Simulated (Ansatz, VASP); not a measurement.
Co in VASP and in Ansatz

```xyz
4
Lattice="2.4418 0.0000 0.0000 -1.2209 2.1146 0.0000 0.0000 0.0000 7.9315" Properties=species:S:1:pos:R:3 pbc="T T T"
Co    0.0000    0.0000    0.0000
Co    0.0000    1.4098    1.9829
Co    0.0000    0.0000    3.9657
Co    1.2209    0.7049    5.9486
```

Change from the starting cell: equal strain along all axes, cell held, atoms relaxed: -2.0 %.

Alike in both runs: task single point; functional PBE; k mesh 24 × 24 × 8; occupations gaussian, width 0.1 eV; collinear spin.

|  | VASP | Ansatz |
| --- | --- | --- |
| version | VASP 6.6.1 | Ansatz 0.2.0 |
| potentials or method | VASP PAW PBE potentials, release 64 (Co), cutoff 520 eV | scalar-relativistic, plane waves, PAW |
| valence electrons in the cell | 36 | 68 |

Ansatz gave:

- gap on the k mesh at the Fermi level (eV): none
- pressure (GPa): 15.2
- traceless stress, the component that is largest in VASP (GPa): -0.44
- net moment per atom (μB): 1.60
- size of the moment on the site where the two differ most (μB): 1.67

Question: Estimate VASP's values.

Answer: gap on the k mesh at the Fermi level (eV): none; pressure (GPa): 14.1; traceless stress, the component that is largest in VASP (GPa): -0.48; net moment per atom (μB): 1.59; size of the moment on the site where the two differ most (μB): 1.60.

Site moments also hang on the region over which each program counts them. A gap of «none» marks a metal or a gap that the smearing closes. VASP's potentials hold 36 valence electrons a cell and Ansatz's 68, so a difference there can come from the potentials and not from the codes.
